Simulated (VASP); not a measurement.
# SnO2 (P1) in VASP: further runs, part 2 of 2

VASP 6.6.1.

**3. Single point, LDA**

Input file INCAR:

```
SYSTEM = SnO2
PREC = Accurate
ENCUT = 520
EDIFF = 1E-6
ISMEAR = 0
SIGMA = 0.01
LREAL = .FALSE.
LASPH = .TRUE.
NELM = 60
ALGO = Normal
ISIF = 2
LWAVE = .FALSE.
LCHARG = .FALSE.
GGA = CA
NBANDS = 20
```

Input file KPOINTS:

```
Automatic mesh
0
G
  6 6 6
  0 0 0
```

Input file POSCAR:

```
SnO2
1.0
    1.6170900000      0.9336300000      4.8005900000
   -1.6170900000      0.9336300000      4.8005900000
    0.0000000000     -1.8672600000      4.8005900000
Sn O
1 2
Direct
    0.5094200000      0.4755800000      0.5048900000
    0.3024040587      0.2045840587      0.1917318825
    0.8449500000      0.6905000000      0.7700400000
```

Potentials or basis: VASP PAW LDA potentials, release 64 (Sn_d, O).

On the command line:

```console
cat potpaw_LDA.64/Sn_d/POTCAR potpaw_LDA.64/O/POTCAR > POTCAR
mpirun -np 1 vasp_std > vasp.out
```

OUTCAR:

```text
SYSTEM = SnO2
   PREC = Accurate
   ENCUT = 520
   EDIFF = 1E-6
   ISMEAR = 0
   LREAL = .FALSE.
   LASPH = .TRUE.
   NELM = 60
   ISIF = 2
   GGA = CA

 ion  position               nearest neighbor table
   1  0.509  0.476  0.505-   3 1.91   2 2.00   3 2.09   2 2.11   3 2.21   2 2.26
   2  0.302  0.205  0.192-   1 2.00   1 2.11   1 2.26
   3  0.845  0.691  0.770-   1 1.91   1 2.09   1 2.21

  LATTYP: Found a trigonal (rhomboedric) cell.
 ALAT       =     5.1509522802
 COS(alpha) =     0.8028825577

  Lattice vectors:

 A1 = (   1.6170900000,   0.9336300000,   4.8005900000)
 A2 = (  -1.6170900000,   0.9336300000,   4.8005900000)
 A3 = (   0.0000000000,  -1.8672600000,   4.8005900000)

Analysis of symmetry for initial positions (statically):
=====================================================================
 Subroutine PRICEL returns:
 Original cell was already a primitive cell.

 Routine SETGRP: Setting up the symmetry group for a
 trigonal (rhombohedral) supercell.

 Subroutine GETGRP returns: Found  1 space group operations
 (whereof  1 operations were pure point group operations)
 out of a pool of 12 trial point group operations.

The static configuration has the point symmetry C_1 .

Analysis of symmetry for dynamics (positions and initial velocities):
=====================================================================
 Subroutine PRICEL returns:
 Original cell was already a primitive cell.

 Routine SETGRP: Setting up the symmetry group for a
 trigonal (rhombohedral) supercell.

 Subroutine GETGRP returns: Found  1 space group operations
 (whereof  1 operations were pure point group operations)
 out of a pool of 12 trial point group operations.

The dynamic configuration has the point symmetry C_1 .

 Subroutine INISYM returns: Found  1 space group operations
 (whereof  1 operations are pure point group operations),
 and found     1 'primitive' translations

----------------------------------------------------------------------------------------

                                     Primitive cell

  volume of cell :      43.4865

  direct lattice vectors                    reciprocal lattice vectors
     1.617090000  0.933630000  4.800590000     0.309197385  0.178514686  0.069435910
    -1.617090000  0.933630000  4.800590000    -0.309197385  0.178514686  0.069435910
     0.000000000 -1.867260000  4.800590000     0.000000000 -0.357029373  0.069435910

  length of vectors
     5.150952280  5.150952280  5.150953723     0.363719483  0.363719483  0.363718736

  position of ions in fractional coordinates (direct lattice)
     0.509420000  0.475580000  0.504890000
     0.302404059  0.204584059  0.191731883
     0.844950000  0.690500000  0.770040000

  ion indices of the primitive-cell ions
   primitive index   ion index
                 1           1
                 2           2
                 3           3

----------------------------------------------------------------------------------------

 KPOINTS: Automatic mesh

Automatic generation of k-mesh.
 Grid dimensions read from file:
 generate k-points for:    6    6    6

 Generating k-lattice:

  Cartesian coordinates                     Fractional coordinates (reciprocal lattice)
     0.051532898  0.029752448  0.011572652     0.166666667  0.000000000 -0.000000000
    -0.051532898  0.029752448  0.011572652     0.000000000  0.166666667 -0.000000000
     0.000000000 -0.059504895  0.011572652    -0.000000000 -0.000000000  0.166666667

  Length of vectors
     0.060619914  0.060619914  0.060619789

  Shift w.r.t. Gamma in fractional coordinates (k-lattice)
     0.000000000  0.000000000  0.000000000

 Subroutine IBZKPT returns following result:
 ===========================================

 Found    112 irreducible k-points:

 Following reciprocal coordinates:
            Coordinates               Weight
  0.000000  0.000000  0.000000      1.000000
  0.166667  0.000000  0.000000      2.000000
  0.000000  0.166667  0.000000      2.000000
  0.000000  0.000000  0.166667      2.000000
  0.333333 -0.000000  0.000000      2.000000
 -0.000000  0.333333  0.000000      2.000000
[... 16 lines left out ...]
 -0.166667  0.500000  0.000000      2.000000
  0.166667  0.000000  0.500000      2.000000
 [... further k-points ...]
   k-points           NKPTS =    112   k-points in BZ     NKDIM =    112   number of bands    NBANDS=     20
   number of dos      NEDOS =    301   number of ions     NIONS =      3
   total plane-waves  NPLWV =  64000
   dimension x,y,z NGX =    40 NGY =   40 NGZ =   40
   dimension x,y,z NGXF=    80 NGYF=   80 NGZF=   80
   ions per type =               1   2
   NGX,Y,Z   is equivalent  to a cutoff of  12.91, 12.91, 12.91 a.u.
   NGXF,Y,Z  is equivalent  to a cutoff of  25.82, 25.82, 25.82 a.u.
 SYSTEM =  SnO2
   PREC   = accura    normal or accurate (medium, high low for compatibility)
   ISTART =      0    job   : 0-new  1-cont  2-samecut
   ICHARG =      2    charge: 1-file 2-atom 10-const
   ISPIN  =      1    spin polarized calculation?
   LNONCOLLINEAR =      F non collinear calculations
   LSORBIT =      F    spin-orbit coupling
   LASPH  =      T    aspherical Exc in radial PAW
   ENCUT  =  520.0 eV  38.22 Ry    6.18 a.u.   9.58  9.58  9.58*2*pi/ulx,y,z
   NELM   =     60;   NELMIN=  2; NELMDL= -5     # of ELM steps
   EDIFF  = 0.1E-05   stopping-criterion for ELM
   LREAL  =      F    real-space projection
   EDIFFG = 0.1E-04   stopping-criterion for IOM
   NSW    =      0    number of steps for IOM
   IBRION =     -1    ionic relax: 0-MD 1-quasi-New 2-CG
   NFREE  =      0    steps in history (QN), initial steepest desc. (CG)
   ISIF   =      2    stress and relaxation
   ISYM   =      2    0-nonsym 1-usesym 2-fastsym
   POTIM  = 0.5000    time-step for ionic-motion
   TEBEG  =    0.0;   TEEND  =   0.0 temperature during run
   PSTRESS=    0.0 pullay stress
   NELECT =      26.0000    total number of electrons
   NUPDOWN=      -1.0000    fix difference up-down
   EMIN   =  10.00;   EMAX   =-10.00  energy-range for DOS
   EFERMI =   0.00;   METHOD = LEGACY
   ISMEAR =     0;   SIGMA  =   0.01  broadening in eV -4-tet -1-fermi 0-gaus
   EFERMI_NEDOS =   21; number of points for ismear=-14 and -15
   IALGO  =     38    algorithm
   IMIX   =      4    mixing-type and parameters
     AMIX     =   0.40;   BMIX     =  1.00
     AMIX_MAG =   1.60;   BMIX_MAG =  1.00
  volume/ion in A,a.u.               =      14.50        97.82
  Fermi-wavevector in a.u.,A,eV,Ry     =   1.379159  2.606233 25.879362  1.902079
  Thomas-Fermi vector in A             =   2.504154
   LORBIT       =      0    0 simple, 1 ext, 2 COOP (PROOUT), +10 PAW based schemes
   GGA     = CA    functional components
   LHFCALC =     F    Hartree Fock is set to
   AEXX    =    0.0000 exact exchange contribution
   IVDW    =     0    specifies the selected vdW correction
   LEPSILON=     F    determine dielectric tensor
   LRPA    =     F    only Hartree local field effects (RPA)
 non-spin polarized calculation
 Gauss-broadening in eV      SIGMA  =   0.01
  energy-cutoff  :      520.00
  volume of cell :       43.49
 maximum number of plane-waves:      1188
 NGX is ok and might be reduce to    40
   NGX = 19   NGY = 19   NGZ = 19

 number of electron      26.0000001 magnetization

 Free energy of the ion-electron system (eV)
  ---------------------------------------------------
  ext. energy  EPLUGINS =         0.00000000
  ---------------------------------------------------
  free energy    TOTEN  =       -20.09888141 eV

  energy without entropy =      -20.09888141  energy(sigma->0) =      -20.09888141

 E-fermi :   3.1519     XC(G=0): -10.4736

 val. band max:        3.0854631830   @ k =   0.1667  -0.1667  -0.3333
 cond. band min:       4.8709746079   @ k =   0.0000   0.0000   0.0000
 fundamental gap:      1.7855114249
 Fermi energy:         3.1519068699

 k-point     1 :       0.0000    0.0000    0.0000
  band No.  band energies     occupation
      1     -17.1167      2.00000
      2     -16.8333      2.00000
      3     -16.6802      2.00000
      4     -16.4672      2.00000
      5     -16.4560      2.00000
      6     -14.8915      2.00000
[... 12 lines left out ...]
     19      19.3872      0.00000
[... 513 lines left out ...]
      4     -16.4501      2.00000
      5     -16.3815      2.00000
      6     -13.4567      2.00000
[... 12 lines left out ...]
     19      16.4729      0.00000
     20      17.0230      0.00000

 [... further k-points ...]

------------------------ aborting loop because EDIFF is reached ----------------------------------------

  FORCE on cell =-STRESS in cart. coord.  units (eV):
  Direction    XX          YY          ZZ          XY          YZ          ZX
  --------------------------------------------------------------------------------------
  -------------------------------------------------------------------------------------
  Total        0.6434983     -0.1778883      0.8352679      0.9909097     -0.7581171      2.1531465
  in kB       23.7084470     -6.5539492     30.7738291     36.5081496    -27.9313549     79.3285135
  external PRESSURE =      15.9761090 kB  Pullay stress =       0.0000000 kB

 VOLUME and BASIS-vectors are now :
 -----------------------------------------------------------------------------
  energy-cutoff  :      520.00
  volume of cell :       43.49
      direct lattice vectors                 reciprocal lattice vectors
     1.617090000  0.933630000  4.800590000     0.309197385  0.178514686  0.069435910
    -1.617090000  0.933630000  4.800590000    -0.309197385  0.178514686  0.069435910
     0.000000000 -1.867260000  4.800590000     0.000000000 -0.357029373  0.069435910

 POSITION                                       TOTAL-FORCE (eV/Angst)
 -----------------------------------------------------------------------------------
      0.05472     -0.02314      7.15235         2.479020      1.994786      1.403416
      0.15818      0.11533      3.35427        -0.015136     -1.354135      0.158481
      0.24976     -0.00432     11.06771        -2.463884     -0.640651     -1.561897
 -----------------------------------------------------------------------------------
    total drift:                                0.000191      0.000319     -0.000511

  FREE ENERGIE OF THE ION-ELECTRON SYSTEM (eV)
  ---------------------------------------------------
  free  energy   TOTEN  =       -20.0988814109 eV

  energy  without entropy=      -20.0988814109  energy(sigma->0) =      -20.09888141
```

OSZICAR:

```text
N       E                     dE             d eps       ncg     rms          rms(c)
DAV:   1     0.261696551728E+03    0.26170E+03   -0.13945E+04  4668   0.190E+03
DAV:   2     0.663062675737E+01   -0.25507E+03   -0.24201E+03  4868   0.496E+02
DAV:   3    -0.224014049698E+02   -0.29032E+02   -0.28766E+02  5224   0.144E+02
DAV:   4    -0.232580232801E+02   -0.85662E+00   -0.85571E+00  5044   0.267E+01
DAV:   5    -0.232755496529E+02   -0.17526E-01   -0.17526E-01  5296   0.403E+00    0.111E+01
DAV:   6    -0.201967337578E+02    0.30788E+01   -0.12005E+01  7000   0.603E+01    0.469E+00
DAV:   7    -0.201513522076E+02    0.45382E-01   -0.72498E-01  4632   0.708E+00    0.218E+00
DAV:   8    -0.201042359550E+02    0.47116E-01   -0.92816E-02  4980   0.299E+00    0.540E-01
DAV:   9    -0.200987593512E+02    0.54766E-02   -0.12601E-02  6184   0.161E+00    0.114E-01
DAV:  10    -0.200988427577E+02   -0.83406E-04   -0.20531E-03  5760   0.397E-01    0.757E-02
DAV:  11    -0.200988883334E+02   -0.45576E-04   -0.31179E-04  4992   0.132E-01    0.268E-02
DAV:  12    -0.200988810712E+02    0.72621E-05   -0.36442E-05  5404   0.566E-02    0.124E-02
DAV:  13    -0.200988814109E+02   -0.33970E-06   -0.80513E-06  4660   0.202E-02
   1 F= -.20098881E+02 E0= -.20098881E+02  d E =-.350693E-23
```

stdout:

```text
POSCAR found type information on POSCAR SnO
 POSCAR found :  2 types and       3 ions
 scaLAPACK will be used
 LDA part: xc-table for (Slater(with rela. corr.)+CA(PZ))
 , standard interpolation
 POSCAR, INCAR and KPOINTS ok, starting setup
 FFT: planning ... GRIDC
 FFT: planning ... GRID_SOFT
 FFT: planning ... GRID
 WAVECAR not read
 entering main loop
```

Wall time 4.6 min (1 thread of Intel Xeon 8259CL, shared host); peak memory 0.26 GiB.

What came out:

```
Free energy            : -20.0989 eV
Pressure               : 1.6 GPa
Largest force          : 3.478 eV/Å
Band gap on the k mesh : 1.79 eV (least direct gap 2.18 eV)
```

Forces on the atoms (eV/Å):
```
Sn   2.479  1.995  1.403
O   -0.015 -1.354  0.158
O   -2.464 -0.641 -1.562
```

Levels at points of the mesh, in eV from the valence-band top:
```csv
k point,band 9,band 10,band 11,band 12,band 13,band 14,band 15,band 16,band 17,band 18
"(0.00, 0.00, 0.00)",-2.07,-1.39,-1.17,-0.76,-0.39,1.79,5.72,10.32,10.75,11.71
"(0.50, 0.00, 0.00)",-4.18,-3.42,-1.48,-0.84,-0.40,5.44,7.55,9.47,12.18,12.64
"(0.00, 0.50, 0.00)",-4.54,-3.50,-1.16,-0.74,-0.61,4.97,7.64,9.54,12.20,12.72
"(0.00, 0.00, 0.50)",-4.26,-3.31,-1.67,-0.76,-0.39,5.56,7.79,9.54,11.84,12.33
"(0.50, 0.50, 0.00)",-4.49,-3.37,-1.34,-0.56,-0.12,5.31,6.98,10.43,10.92,12.21
"(0.50, 0.00, 0.50)",-4.71,-3.56,-0.96,-0.51,-0.19,4.76,6.81,10.28,10.66,12.91
"(0.00, 0.50, 0.50)",-4.40,-3.49,-1.18,-0.66,-0.03,5.22,6.75,10.11,11.12,12.63
"(0.50, 0.50, 0.50)",-2.10,-1.54,-1.35,-1.14,-0.74,2.94,5.61,10.56,11.24,11.70
```

Caveat: spin-orbit coupling is left out, which moves the levels of the heavy elements; forces of over 1 eV/Å act on the atoms, so gaps and moduli don't describe the material at rest.

**4. Single point, LDA**

Input file INCAR:

```
SYSTEM = SnO2
PREC = Accurate
ENCUT = 520
EDIFF = 1E-6
ISMEAR = 0
SIGMA = 0.01
LREAL = .FALSE.
LASPH = .TRUE.
NELM = 80
ALGO = Normal
ISIF = 2
LWAVE = .FALSE.
LCHARG = .TRUE.
GGA = CA
LELF = .TRUE.
LVHAR = .TRUE.
NBANDS = 20
```

KPOINTS is that of step 3.

POSCAR: that of step 3 with these lines changed.

```diff
@@ -9,3 +9,3 @@
     0.5094200000      0.4755800000      0.5048900000
-    0.3024040587      0.2045840587      0.1917318825
+    0.3009759413      0.2031559413      0.1945881175
     0.8449500000      0.6905000000      0.7700400000
```

On the command line:

```console
cat potpaw_LDA.64/Sn_d/POTCAR potpaw_LDA.64/O/POTCAR > POTCAR
mpirun -np 1 vasp_std > vasp.out
```

Run time: 4.3 min. Hardware: 1 thread of Intel Xeon 8259CL, shared host; peak memory 0.26 GiB.

The run converged. Its results:

```
Free energy            : -20.1093 eV
Pressure               : 1.5 GPa
Largest force          : 3.454 eV/Å
Band gap on the k mesh : 1.79 eV (least direct gap 2.18 eV)
```

Forces in eV/Å, atoms in the order of the input:
```
Sn   2.499  1.907  1.433
O   -0.039 -1.252  0.125
O   -2.459 -0.655 -1.558
```

Stress tensor (GPa, compression positive):
```
 2.28  3.61  7.83
 3.61 -0.80 -2.38
 7.83 -2.38  2.94
```

Levels at points of the mesh, in eV from the valence-band top:
```csv
k point,band 9,band 10,band 11,band 12,band 13,band 14,band 15,band 16,band 17,band 18
"(0.00, 0.00, 0.00)",-2.06,-1.39,-1.17,-0.76,-0.39,1.79,5.73,10.33,10.76,11.70
"(0.50, 0.00, 0.00)",-4.17,-3.41,-1.49,-0.83,-0.41,5.45,7.57,9.47,12.18,12.64
"(0.00, 0.50, 0.00)",-4.53,-3.50,-1.16,-0.73,-0.61,4.99,7.65,9.55,12.21,12.74
"(0.00, 0.00, 0.50)",-4.26,-3.31,-1.65,-0.75,-0.39,5.55,7.79,9.54,11.86,12.36
"(0.50, 0.50, 0.00)",-4.49,-3.36,-1.33,-0.55,-0.11,5.30,6.98,10.43,10.93,12.24
"(0.50, 0.00, 0.50)",-4.70,-3.56,-0.96,-0.51,-0.18,4.77,6.82,10.29,10.67,12.91
"(0.00, 0.50, 0.50)",-4.39,-3.48,-1.18,-0.65,-0.04,5.23,6.77,10.12,11.12,12.63
"(0.50, 0.50, 0.50)",-2.09,-1.54,-1.35,-1.14,-0.74,2.95,5.61,10.58,11.24,11.68
```

Caveat: spin-orbit coupling is left out, which moves the levels of the heavy elements; forces of over 1 eV/Å act on the atoms, so gaps and moduli don't describe the material at rest. A k mesh can miss the band edges.

**5. Summary**

```tsv
cell	gap on the mesh (eV)	pressure (GPa)	largest force (eV/Å)
as given, atomic positions A	1.79	1.5	3.47
as given, atomic positions B	1.79	1.6	3.48
as given, atomic positions C	1.79	1.5	3.45
```

Alike in all rows: task single point; level LDA; potentials or basis VASP PAW LDA potentials, release 64 (Sn_d, O); no spin polarisation; k mesh 6 × 6 × 6; cutoff (eV) 520; smearing gaussian 0.01 eV.

Caveats: spin-orbit coupling is left out, which moves the levels of the heavy elements; forces of over 1 eV/Å act on the atoms, so gaps and moduli don't describe the material at rest.

Total energies depend on the potentials used, so only differences within one code and one set of settings carry meaning.
